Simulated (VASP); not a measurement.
# MoS2 (P6_3/mmc) in VASP: settings compared, part 3 of 3

VASP 6.6.1.

## Step 4: Single point, r2SCAN

Contents of POSCAR:

```
MoS2
1.0
    3.1730199407      0.0000000000      0.0000000000
   -1.5865099704      2.7479158753      0.0000000000
    0.0000000000      0.0000000000     12.4358960228
Mo S
2 4
Direct
    0.3333333333      0.6666666667      0.2500000000
    0.6666666667      0.3333333333      0.7500000000
    0.6666666667      0.3333333333      0.3750995311
    0.6666666667      0.3333333333      0.1249004689
    0.3333333333      0.6666666667      0.8750995311
    0.3333333333      0.6666666667      0.6249004689
```

Contents of INCAR.step1:

```
PREC     = Accurate       # precision mode
ENCUT    = 520            # plane-wave cutoff, eV
ISMEAR   = 0              # smearing method
SIGMA    = 0.01           # smearing width, eV
LREAL    = F              # projectors in reciprocal space
LASPH    = T              # aspherical terms in the spheres
NELM     = 60             # most SCF steps
NBANDS   = 35             # bands
GGA      = PE             # functional
ALGO     = Normal         # electronic algorithm
EDIFF    = 1E-4           # SCF threshold, eV
LWAVE    = T              # write WAVECAR
LCHARG   = F              # write CHGCAR
```

Contents of INCAR.step2:

```
PREC     = Accurate       # precision mode
ENCUT    = 520            # plane-wave cutoff, eV
EDIFF    = 1E-6           # SCF threshold, eV
ISMEAR   = 0              # smearing method
SIGMA    = 0.01           # smearing width, eV
LREAL    = F              # projectors in reciprocal space
LASPH    = T              # aspherical terms in the spheres
NELM     = 60             # most SCF steps
ALGO     = Normal         # electronic algorithm
ISIF     = 2              # what is computed and relaxed
LWAVE    = F              # write WAVECAR
LCHARG   = F              # write CHGCAR
METAGGA  = R2SCAN         # meta-GGA
LMIXTAU  = T            
NBANDS   = 35             # bands
ISTART   = 1
```

Contents of KPOINTS:

```
Automatic mesh
0
Gamma
  12 12 2
```

Potentials or basis: VASP PAW PBE potentials, release 64 (Mo_sv, S).

On the command line:

```bash
cat potpaw_PBE.64/Mo_sv/POTCAR potpaw_PBE.64/S/POTCAR > POTCAR
cp INCAR.step1 INCAR
mpirun -np 1 vasp_std > vasp.out
cp INCAR.step2 INCAR
mpirun -np 1 vasp_std > vasp.out
```

OUTCAR:

```text
PREC = Accurate
   ENCUT = 520
   EDIFF = 1E-6
   ISMEAR = 0
   LREAL = F
   LASPH = T
   NELM = 60
   ISIF = 2
   METAGGA = R2SCAN
   ISTART = 1

 ion  position               nearest neighbor table
   1  0.333  0.667  0.250-   3 2.40   4 2.40   3 2.40   4 2.40   3 2.40   4 2.40
   2  0.667  0.333  0.750-   5 2.40   6 2.40   5 2.40   6 2.40   5 2.40   6 2.40
   3  0.667  0.333  0.375-   1 2.40   1 2.40   1 2.40
   4  0.667  0.333  0.125-   1 2.40   1 2.40   1 2.40
   5  0.333  0.667  0.875-   2 2.40   2 2.40   2 2.40
   6  0.333  0.667  0.625-   2 2.40   2 2.40   2 2.40

  LATTYP: Found a hexagonal cell.
 ALAT       =     3.1730199407
 C/A-ratio  =     3.9192618563

  Lattice vectors:

 A1 = (   3.1730199407,   0.0000000000,   0.0000000000)
 A2 = (  -1.5865099704,   2.7479158753,   0.0000000000)
 A3 = (   0.0000000000,   0.0000000000,  12.4358960228)

Analysis of symmetry for initial positions (statically):
=====================================================================
 Subroutine PRICEL returns:
 Original cell was already a primitive cell.

 Routine SETGRP: Setting up the symmetry group for a
 hexagonal supercell.

 Subroutine GETGRP returns: Found 24 space group operations
 (whereof 12 operations were pure point group operations)
 out of a pool of 24 trial point group operations.

The static configuration has the point symmetry D_3d.
 The point group associated with its full space group is D_6h.

Analysis of symmetry for dynamics (positions and initial velocities):
=====================================================================
 Subroutine PRICEL returns:
 Original cell was already a primitive cell.

 Routine SETGRP: Setting up the symmetry group for a
 hexagonal supercell.

 Subroutine GETGRP returns: Found 24 space group operations
 (whereof 12 operations were pure point group operations)
 out of a pool of 24 trial point group operations.

The dynamic configuration has the point symmetry D_3d.
 The point group associated with its full space group is D_6h.

 Subroutine INISYM returns: Found 24 space group operations
 (whereof 12 operations are pure point group operations),
 and found     1 'primitive' translations

----------------------------------------------------------------------------------------

                                     Primitive cell

  volume of cell :     108.4310

  direct lattice vectors                    reciprocal lattice vectors
     3.173019941  0.000000000  0.000000000     0.315157175  0.181956080  0.000000000
    -1.586509970  2.747915875  0.000000000     0.000000000  0.363912159  0.000000000
     0.000000000  0.000000000 12.435896023     0.000000000  0.000000000  0.080412380

  length of vectors
     3.173019941  3.173019941 12.435896023     0.363912159  0.363912159  0.080412380

  position of ions in fractional coordinates (direct lattice)
     0.333333333  0.666666667  0.250000000
     0.666666667  0.333333333  0.750000000
     0.666666667  0.333333333  0.375099531
     0.666666667  0.333333333  0.124900469
     0.333333333  0.666666667  0.875099531
     0.333333333  0.666666667  0.624900469

  ion indices of the primitive-cell ions
   primitive index   ion index
                 1           1
[... 34 lines left out ...]
  0.000000  0.000000  0.000000      1.000000
  0.083333  0.000000  0.000000      6.000000
  0.166667 -0.000000  0.000000      6.000000
  0.250000 -0.000000  0.000000      6.000000
  0.333333 -0.000000  0.000000      6.000000
  0.416667  0.000000  0.000000      6.000000
[... 16 lines left out ...]
  0.250000 -0.000000  0.500000      6.000000
  0.333333 -0.000000  0.500000      6.000000
 [... further k-points ...]
   k-points           NKPTS =     38   k-points in BZ     NKDIM =     38   number of bands    NBANDS=     35
   number of dos      NEDOS =    301   number of ions     NIONS =      6
   total plane-waves  NPLWV =  55296
   dimension x,y,z NGX =    24 NGY =   24 NGZ =   96
   dimension x,y,z NGXF=    48 NGYF=   48 NGZF=  192
   ions per type =               2   4
   NGX,Y,Z   is equivalent  to a cutoff of  12.57, 12.57, 12.83 a.u.
   NGXF,Y,Z  is equivalent  to a cutoff of  25.15, 25.15, 25.67 a.u.
 SYSTEM =  unknown system
   PREC   = accura    normal or accurate (medium, high low for compatibility)
   ISTART =      1    job   : 0-new  1-cont  2-samecut
   ICHARG =      0    charge: 1-file 2-atom 10-const
   ISPIN  =      1    spin polarized calculation?
   LNONCOLLINEAR =      F non collinear calculations
   LSORBIT =      F    spin-orbit coupling
   LASPH  =      T    aspherical Exc in radial PAW
   ENCUT  =  520.0 eV  38.22 Ry    6.18 a.u.   5.90  5.90 23.12*2*pi/ulx,y,z
   NELM   =     60;   NELMIN=  2; NELMDL=  0     # of ELM steps
   EDIFF  = 0.1E-05   stopping-criterion for ELM
   LREAL  =      F    real-space projection
   EDIFFG = 0.1E-04   stopping-criterion for IOM
   NSW    =      0    number of steps for IOM
   IBRION =     -1    ionic relax: 0-MD 1-quasi-New 2-CG
   NFREE  =      0    steps in history (QN), initial steepest desc. (CG)
   ISIF   =      2    stress and relaxation
   ISYM   =      2    0-nonsym 1-usesym 2-fastsym
   POTIM  = 0.5000    time-step for ionic-motion
   TEBEG  =    0.0;   TEEND  =   0.0 temperature during run
   PSTRESS=    0.0 pullay stress
   NELECT =      52.0000    total number of electrons
   NUPDOWN=      -1.0000    fix difference up-down
   EMIN   =  10.00;   EMAX   =-10.00  energy-range for DOS
   EFERMI =   0.00;   METHOD = LEGACY
   ISMEAR =     0;   SIGMA  =   0.01  broadening in eV -4-tet -1-fermi 0-gaus
   EFERMI_NEDOS =   21; number of points for ismear=-14 and -15
   IALGO  =     38    algorithm
   IMIX   =      4    mixing-type and parameters
     AMIX     =   0.40;   BMIX     =  1.00
     AMIX_MAG =   1.60;   BMIX_MAG =  1.00
  volume/ion in A,a.u.               =      18.07       121.95
  Fermi-wavevector in a.u.,A,eV,Ry     =   1.281420  2.421533 22.341274  1.642037
  Thomas-Fermi vector in A             =   2.413791
   LORBIT       =      0    0 simple, 1 ext, 2 COOP (PROOUT), +10 PAW based schemes
   METAGGA = R2SCAN    functional components
   LHFCALC =     F    Hartree Fock is set to
   AEXX    =    0.0000 exact exchange contribution
   IVDW    =     0    specifies the selected vdW correction
   LEPSILON=     F    determine dielectric tensor
   LRPA    =     F    only Hartree local field effects (RPA)
 non-spin polarized calculation
 Gauss-broadening in eV      SIGMA  =   0.01
  energy-cutoff  :      520.00
  volume of cell :      108.43
 maximum number of plane-waves:      2944
 NGX is ok and might be reduce to    24
   NGX = 11   NGY = 11   NGZ = 47

 number of electron      51.9999999 magnetization

 Free energy of the ion-electron system (eV)
  ---------------------------------------------------
  ext. energy  EPLUGINS =         0.00000000
  ---------------------------------------------------
  free energy    TOTEN  =       -90.06136352 eV

  energy without entropy =      -90.06136352  energy(sigma->0) =      -90.06136352

 E-fermi :   7.3630     XC(G=0): -11.4099

 val. band max:        7.2282988245   @ k =   0.0000   0.0000   0.0000
 cond. band min:       8.2829996666   @ k =   0.1667   0.1667   0.0000
 fundamental gap:      1.0547008421
 Fermi energy:         7.3629567187

 k-point     1 :       0.0000    0.0000    0.0000
  band No.  band energies     occupation
      1     -56.2571      2.00000
      2     -56.2571      2.00000
      3     -29.6773      2.00000
      4     -29.6773      2.00000
      5     -29.4556      2.00000
      6     -29.4556      2.00000
[... 901 lines left out ...]
     34      10.8889      0.00000
     35      14.4569      0.00000

 [... further k-points ...]

------------------------ aborting loop because EDIFF is reached ----------------------------------------

  FORCE on cell =-STRESS in cart. coord.  units (eV):
  Direction    XX          YY          ZZ          XY          YZ          ZX
  --------------------------------------------------------------------------------------
  -------------------------------------------------------------------------------------
  Total        0.8692724      0.8692724      0.7080293     -0.0000000      0.0000000     -0.0000000
  in kB       12.8443798     12.8443798     10.4618502     -0.0000000      0.0000000     -0.0000000
  external PRESSURE =      12.0502033 kB  Pullay stress =       0.0000000 kB

 VOLUME and BASIS-vectors are now :
 -----------------------------------------------------------------------------
  energy-cutoff  :      520.00
  volume of cell :      108.43
      direct lattice vectors                 reciprocal lattice vectors
     3.173019941  0.000000000  0.000000000     0.315157175  0.181956080  0.000000000
    -1.586509970  2.747915875  0.000000000     0.000000000  0.363912159  0.000000000
     0.000000000  0.000000000 12.435896023     0.000000000  0.000000000  0.080412380

 POSITION                                       TOTAL-FORCE (eV/Angst)
 -----------------------------------------------------------------------------------
     -0.00000      1.83194      3.10897         0.000000      0.000000      0.000000
      1.58651      0.91597      9.32692         0.000000     -0.000000      0.000000
      1.58651      0.91597      4.66470        -0.000000     -0.000000     -0.050541
      1.58651      0.91597      1.55325        -0.000000      0.000000      0.050541
     -0.00000      1.83194     10.88265        -0.000000      0.000000     -0.050541
     -0.00000      1.83194      7.77120        -0.000000      0.000000      0.050541
 -----------------------------------------------------------------------------------
    total drift:                               -0.000000      0.000000     -0.000000

  FREE ENERGIE OF THE ION-ELECTRON SYSTEM (eV)
  ---------------------------------------------------
  free  energy   TOTEN  =       -90.0613635233 eV

  energy  without entropy=      -90.0613635233  energy(sigma->0) =      -90.06136352
```

Wall time 5.2 min (1 thread of AMD EPYC 9R45 (Zen 5), shared host); peak memory 0.27 GiB.

Results:

```yaml
Free_energy: -90.0614 eV
Pressure: 1.2 GPa
Largest_force: 0.051 eV/Å
Band_gap_on_the_k_mesh: 1.05 eV (least direct gap 1.75 eV)
```

Forces in eV/Å, atoms in the order of the input:
```
Mo   0.000  0.000  0.000
Mo   0.000  0.000  0.000
S    0.000  0.000 -0.051
S    0.000  0.000  0.051
S    0.000  0.000 -0.051
S    0.000  0.000  0.051
```

Stress tensor (GPa, compression positive):
```
1.28 0.00 0.00
0.00 1.28 0.00
0.00 0.00 1.05
```

Levels at points of the mesh, in eV from the valence-band top:
| k point | band 23 | band 24 | band 25 | band 26 | band 27 | band 28 | band 29 | band 30 |
| --- | --- | --- | --- | --- | --- | --- | --- | --- |
| (0.00, 0.00, 0.00) | -2.31 | -1.37 | -1.11 | 0.00 | 2.25 | 2.25 | 2.27 | 2.27 |
| (0.50, 0.00, 0.00) | -1.88 | -1.71 | -1.43 | -1.32 | 1.70 | 1.75 | 2.13 | 2.37 |
| (0.00, 0.00, 0.50) | -2.33 | -2.33 | -0.29 | -0.29 | 2.26 | 2.26 | 2.26 | 2.26 |
| (0.50, 0.00, 0.50) | -1.79 | -1.79 | -1.37 | -1.37 | 1.72 | 1.72 | 2.26 | 2.26 |

Caveat: the PAW data sets were made with another functional, which shifts forces and pressure a little.

## Step 5: The runs side by side

| level | k mesh | gap on the mesh (eV) | pressure (GPa) | largest force (eV/Å) |
| --- | --- | --- | --- | --- |
| PBE | 9 × 9 × 2 | 1.02 | 2.3 | 0.10 |
| r2SCAN | 9 × 9 × 2 | 1.10 | 1.2 | 0.05 |
| r2SCAN | 12 × 12 × 2 | 1.05 | 1.2 | 0.05 |

Alike in all rows: task single point; potentials or basis VASP PAW PBE potentials, release 64 (Mo_sv, S); no spin polarisation; cell as given; cutoff (eV) 520; smearing gaussian 0.01 eV.

On the cell as given the gap runs from 1.02 eV (PBE) to 1.10 eV (r2SCAN); the meshes differ, which moves gaps too. The pressure there spans 1.2 GPa (r2SCAN) to 2.3 GPa (PBE); a positive pressure means that this level wants a larger cell, a negative one a smaller.

Caveats: the PAW data sets were made with another functional, which shifts forces and pressure a little (at least some runs); this functional lacks dispersion, which binds layers or chains, so the pressure and a relaxed spacing across them are unreliable (at least some runs).

Absolute energies hang on the potentials; compare differences alone.
